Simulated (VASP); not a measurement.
Runs of VASP 6.6.1 on Hg. The structure is that of space group Im-3m (No. 229), or close to it. The cells are those of the table. 

```tsv
spin	cell	k mesh	pressure (GPa)	moment (μB)
off	a = 3.263 Å, angles 109.5°, 1 atom	12 × 12 × 12	0.2	-
non-collinear, zero start, SOC	a = 3.263 Å, angles 109.5°, 1 atom	10 × 10 × 10	0.1	0.00
non-collinear, zero start, SOC	a = 3.263 Å, angles 109.5°, 1 atom	8 × 8 × 8	-0.3	0.00
non-collinear, zero start, SOC	a = 3.316 Å, angles 109.5°, 1 atom	8 × 8 × 8	(a)	0.00
```

Alike in all rows: task single point; level r2SCAN; potentials or basis VASP PAW PBE potentials, release 64 (Hg); cutoff (eV) 520; smearing gaussian 0.05 eV.

**Question.** Fill in the values left out.

**Answer.** (a) -1.4.

Caveats: the PAW data sets were made with another functional, which shifts forces and pressure a little.
